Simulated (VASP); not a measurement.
# HgTe (F-43m) in VASP: notebook

The runs below take HgTe through single point, with PBE, r2SCAN.

Program: VASP 6.6.1. These are calculated values, not measurements. Logs are shortened: lines on timing, memory, paths and dates and some standing lists are left out, and cuts for length are marked.

## Step 1: The cell of the first run

The structure is cubic, space group F-43m (No. 216). The conventional cell has a = 6.578 Å, b = 6.578 Å, c = 6.578 Å, α = 90.00°, β = 90.00°, γ = 90.00°. Within 3.8 Å of Hg (site symmetry -43m) lie 4 Te at 2.85 Å. Within 3.8 Å of Te (site symmetry -43m) lie 4 Hg at 2.85 Å.

## Step 2: Single point, PBE

The input, INCAR:

```
SYSTEM = HgTe
PREC = Accurate ; ENCUT = 500
EDIFF = 1E-6 ; ISMEAR = -1
SIGMA = 0.02 ; LREAL = .False.
LASPH = .True. ; NELM = 120
ALGO = Normal ; ISIF = 2
LWAVE = .False. ; LCHARG = .True.
GGA = PE ; LELF = .True.
LVHAR = .True. ; NBANDS = 16
GGA_COMPAT = .False.
```

The input, KPOINTS:

```
Automatic mesh
0
Gamma
  6 6 6
  0 0 0
```

The input, POSCAR:

```
HgTe
1.0
    0.0000000000      3.2891578872      3.2891578872
    3.2891578872      0.0000000000      3.2891578872
    3.2891578872      3.2891578872      0.0000000000
Hg Te
1 1
Direct
    0.0000000000      0.0000000000      0.0000000000
    0.2500000000      0.2500000000      0.2500000000
```

Potentials or basis: VASP PAW PBE potentials, release 64 (Hg, Te).

Started as:

```
$ cat potpaw_PBE.64/Hg/POTCAR potpaw_PBE.64/Te/POTCAR > POTCAR
$ mpirun -np 1 vasp_std > vasp.out
```

OUTCAR:

```text
SYSTEM = HgTe
   PREC = Accurate
   ENCUT = 500
   EDIFF = 1E-6
   ISMEAR = -1
   LREAL = .False.
   LASPH = .True.
   NELM = 120
   ISIF = 2
   GGA = PE

 ion  position               nearest neighbor table
   1  0.000  0.000  0.000-   2 2.85   2 2.85   2 2.85   2 2.85
   2  0.250  0.250  0.250-   1 2.85   1 2.85   1 2.85   1 2.85

  LATTYP: Found a face centered cubic cell.
 ALAT       =     6.5783157744

  Lattice vectors:

 A1 = (   0.0000000000,   3.2891578872,   3.2891578872)
 A2 = (   3.2891578872,   0.0000000000,   3.2891578872)
 A3 = (   3.2891578872,   3.2891578872,   0.0000000000)

Analysis of symmetry for initial positions (statically):
=====================================================================
 Subroutine PRICEL returns:
 Original cell was already a primitive cell.

 Routine SETGRP: Setting up the symmetry group for a
 face centered cubic supercell.

 Subroutine GETGRP returns: Found 24 space group operations
 (whereof 24 operations were pure point group operations)
 out of a pool of 48 trial point group operations.

The static configuration has the point symmetry T_d .

Analysis of symmetry for dynamics (positions and initial velocities):
=====================================================================
 Subroutine PRICEL returns:
 Original cell was already a primitive cell.

 Routine SETGRP: Setting up the symmetry group for a
 face centered cubic supercell.

 Subroutine GETGRP returns: Found 24 space group operations
 (whereof 24 operations were pure point group operations)
 out of a pool of 48 trial point group operations.

The dynamic configuration has the point symmetry T_d .

 Subroutine INISYM returns: Found 24 space group operations
 (whereof 24 operations are pure point group operations),
 and found     1 'primitive' translations

----------------------------------------------------------------------------------------

                                     Primitive cell

  volume of cell :      71.1679

  direct lattice vectors                    reciprocal lattice vectors
     0.000000000  3.289157887  3.289157887    -0.152014594  0.152014594  0.152014594
     3.289157887  0.000000000  3.289157887     0.152014594 -0.152014594  0.152014594
     3.289157887  3.289157887  0.000000000     0.152014594  0.152014594 -0.152014594

  length of vectors
     4.651571693  4.651571693  4.651571693     0.263297000  0.263297000  0.263297000

  position of ions in fractional coordinates (direct lattice)
     0.000000000  0.000000000  0.000000000
     0.250000000  0.250000000  0.250000000

  ion indices of the primitive-cell ions
   primitive index   ion index
                 1           1
                 2           2

----------------------------------------------------------------------------------------

 KPOINTS: Automatic mesh

Automatic generation of k-mesh.
 Grid dimensions read from file:
 generate k-points for:    6    6    6

 Generating k-lattice:

  Cartesian coordinates                     Fractional coordinates (reciprocal lattice)
    -0.025335766  0.025335766  0.025335766     0.166666667  0.000000000  0.000000000
     0.025335766 -0.025335766  0.025335766     0.000000000  0.166666667  0.000000000
     0.025335766  0.025335766 -0.025335766     0.000000000  0.000000000  0.166666667

  Length of vectors
     0.043882833  0.043882833  0.043882833

  Shift w.r.t. Gamma in fractional coordinates (k-lattice)
     0.000000000  0.000000000  0.000000000

 Subroutine IBZKPT returns following result:
 ===========================================

 Found     16 irreducible k-points:

 Following reciprocal coordinates:
            Coordinates               Weight
  0.000000  0.000000  0.000000      1.000000
  0.166667  0.000000  0.000000      8.000000
  0.333333  0.000000  0.000000      8.000000
  0.500000  0.000000  0.000000      4.000000
  0.166667  0.166667  0.000000      6.000000
  0.333333  0.166667  0.000000     24.000000
[... 8 lines left out ...]
 -0.333333  0.333333  0.166667     24.000000
 -0.333333  0.500000  0.166667     12.000000
   k-points           NKPTS =     16   k-points in BZ     NKDIM =     16   number of bands    NBANDS=     16
   number of dos      NEDOS =    301   number of ions     NIONS =      2
   total plane-waves  NPLWV =  46656
   dimension x,y,z NGX =    36 NGY =   36 NGZ =   36
   dimension x,y,z NGXF=    72 NGYF=   72 NGZF=   72
   ions per type =               1   1
   NGX,Y,Z   is equivalent  to a cutoff of  12.87, 12.87, 12.87 a.u.
   NGXF,Y,Z  is equivalent  to a cutoff of  25.73, 25.73, 25.73 a.u.
 SYSTEM =  HgTe
   PREC   = accura    normal or accurate (medium, high low for compatibility)
   ISTART =      0    job   : 0-new  1-cont  2-samecut
   ICHARG =      2    charge: 1-file 2-atom 10-const
   ISPIN  =      1    spin polarized calculation?
   LNONCOLLINEAR =      F non collinear calculations
   LSORBIT =      F    spin-orbit coupling
   LASPH  =      T    aspherical Exc in radial PAW
   ENCUT  =  500.0 eV  36.75 Ry    6.06 a.u.   8.48  8.48  8.48*2*pi/ulx,y,z
   NELM   =    120;   NELMIN=  2; NELMDL= -5     # of ELM steps
   EDIFF  = 0.1E-05   stopping-criterion for ELM
   LREAL  =      F    real-space projection
   EDIFFG = 0.1E-04   stopping-criterion for IOM
   NSW    =      0    number of steps for IOM
   IBRION =     -1    ionic relax: 0-MD 1-quasi-New 2-CG
   NFREE  =      0    steps in history (QN), initial steepest desc. (CG)
   ISIF   =      2    stress and relaxation
   ISYM   =      2    0-nonsym 1-usesym 2-fastsym
   POTIM  = 0.5000    time-step for ionic-motion
   TEBEG  =    0.0;   TEEND  =   0.0 temperature during run
   PSTRESS=    0.0 pullay stress
   NELECT =      18.0000    total number of electrons
   NUPDOWN=      -1.0000    fix difference up-down
   EMIN   =  10.00;   EMAX   =-10.00  energy-range for DOS
   EFERMI =   0.00;   METHOD = LEGACY
   ISMEAR =    -1;   SIGMA  =   0.02  broadening in eV -4-tet -1-fermi 0-gaus
   EFERMI_NEDOS =   21; number of points for ismear=-14 and -15
   IALGO  =     38    algorithm
   IMIX   =      4    mixing-type and parameters
     AMIX     =   0.40;   BMIX     =  1.00
     AMIX_MAG =   1.60;   BMIX_MAG =  1.00
  volume/ion in A,a.u.               =      35.58       240.13
  Fermi-wavevector in a.u.,A,eV,Ry     =   1.035311  1.956455 14.583669  1.071869
  Thomas-Fermi vector in A             =   2.169648
   LORBIT       =      0    0 simple, 1 ext, 2 COOP (PROOUT), +10 PAW based schemes
   GGA     = PE    functional components
   LHFCALC =     F    Hartree Fock is set to
   AEXX    =    0.0000 exact exchange contribution
   IVDW    =     0    specifies the selected vdW correction
   LEPSILON=     F    determine dielectric tensor
   LRPA    =     F    only Hartree local field effects (RPA)
 non-spin polarized calculation
  energy-cutoff  :      500.00
  volume of cell :       71.17
 maximum number of plane-waves:      1821
 NGX is ok and might be reduce to    36
   NGX = 17   NGY = 17   NGZ = 17

 number of electron      18.0000001 magnetization

 Free energy of the ion-electron system (eV)
  ---------------------------------------------------
  ext. energy  EPLUGINS =         0.00000000
  ---------------------------------------------------
  free energy    TOTEN  =        -3.63067365 eV

  energy without entropy =       -3.63031998  energy(sigma->0) =       -3.63049681

 E-fermi :   2.5740     XC(G=0):  -8.5023

 val. band max:        2.5600897520   @ k =   0.0000   0.0000   0.0000
 cond. band min:       3.2614846436   @ k =   0.5000   0.0000   0.0000
 fundamental gap:      0.7013948916
 Fermi energy:         2.5739532714

 k-point     1 :       0.0000    0.0000    0.0000
  band No.  band energies     occupation
      1      -9.0624      2.00000
      2      -4.5041      2.00000
      3      -4.5041      2.00000
      4      -4.5041      2.00000
      5      -4.0365      2.00000
      6      -4.0365      2.00000
[... 8 lines left out ...]
     15      12.0349      0.00000
     16      12.0349      0.00000

 k-point     2 :       0.1667    0.0000    0.0000
  band No.  band energies     occupation
      1      -8.9436      2.00000
      2      -4.4721      2.00000
      3      -4.4721      2.00000
      4      -4.4466      2.00000
      5      -4.0387      2.00000
      6      -4.0387      2.00000
[... 8 lines left out ...]
     15      11.1267      0.00000
     16      11.1267      0.00000

 k-point     3 :       0.3333    0.0000    0.0000
  band No.  band energies     occupation
      1      -8.6896      2.00000
      2      -4.4164      2.00000
      3      -4.4164      2.00000
      4      -4.1736      2.00000
      5      -4.0305      2.00000
      6      -4.0305      2.00000
[... 8 lines left out ...]
     15      11.4120      0.00000
     16      11.4120      0.00000

 k-point     4 :       0.5000    0.0000    0.0000
  band No.  band energies     occupation
      1      -8.5539      2.00000
      2      -4.3946      2.00000
      3      -4.3946      2.00000
      4      -4.0181      2.00000
      5      -4.0181      2.00000
      6      -3.7641      2.00000
[... 8 lines left out ...]
     15      12.5387      0.00000
     16      12.5387      0.00000
[... 172 lines left out ...]
 k-point    14 :       0.5000    0.3333    0.1667
  band No.  band energies     occupation
      1      -8.5148      2.00000
      2      -4.3490      2.00000
      3      -4.3271      2.00000
      4      -4.1590      2.00000
      5      -4.0147      2.00000
      6      -3.8935      2.00000
[... 8 lines left out ...]
     15      12.6783      0.00000
     16      13.5368      0.00000

 k-point    15 :      -0.3333    0.3333    0.1667
  band No.  band energies     occupation
      1      -8.4230      2.00000
      2      -4.3281      2.00000
      3      -4.2999      2.00000
      4      -4.0782      2.00000
      5      -4.0421      2.00000
      6      -3.6207      2.00000
[... 8 lines left out ...]
     15      12.8024      0.00000
     16      13.4197      0.00000

 k-point    16 :      -0.3333    0.5000    0.1667
  band No.  band energies     occupation
      1      -8.3774      2.00000
      2      -4.3044      2.00000
      3      -4.2539      2.00000
      4      -4.1378      2.00000
      5      -4.0196      2.00000
      6      -3.5346      2.00000
[... 8 lines left out ...]
     15      13.2890      0.00000
     16      13.5436      0.00000

------------------------ aborting loop because EDIFF is reached ----------------------------------------

  FORCE on cell =-STRESS in cart. coord.  units (eV):
  Direction    XX          YY          ZZ          XY          YZ          ZX
  --------------------------------------------------------------------------------------
  -------------------------------------------------------------------------------------
  Total        0.5936102      0.5936102      0.5936102     -0.0000000      0.0000000      0.0000000
  in kB       13.3637319     13.3637319     13.3637319     -0.0000000      0.0000000      0.0000000
  external PRESSURE =      13.3637319 kB  Pullay stress =       0.0000000 kB

 VOLUME and BASIS-vectors are now :
 -----------------------------------------------------------------------------
  energy-cutoff  :      500.00
  volume of cell :       71.17
      direct lattice vectors                 reciprocal lattice vectors
     0.000000000  3.289157887  3.289157887    -0.152014594  0.152014594  0.152014594
     3.289157887  0.000000000  3.289157887     0.152014594 -0.152014594  0.152014594
     3.289157887  3.289157887  0.000000000     0.152014594  0.152014594 -0.152014594

 POSITION                                       TOTAL-FORCE (eV/Angst)
 -----------------------------------------------------------------------------------
      0.00000      0.00000      0.00000        -0.000000     -0.000000     -0.000000
      1.64458      1.64458      1.64458         0.000000      0.000000      0.000000
 -----------------------------------------------------------------------------------
    total drift:                                0.000000      0.000000     -0.000000

  FREE ENERGIE OF THE ION-ELECTRON SYSTEM (eV)
  ---------------------------------------------------
  free  energy   TOTEN  =        -3.6306736489 eV

  energy  without entropy=       -3.6303199778  energy(sigma->0) =       -3.63049681
```

Wall time 16 s (1 thread of Intel Xeon Platinum 8488C (Sapphire Rapids), shared host); peak memory 0.21 GiB.

Results:

- Free energy: -3.6307 eV
- Pressure: 1.3 GPa
- Band gap on the k mesh: zero (filled and empty bands touch)

Caveat: semilocal functionals underestimate gaps, so a narrow gap can read as zero; spin-orbit coupling is left out, which moves the levels of the heavy elements.

[end of part 1 of 2]
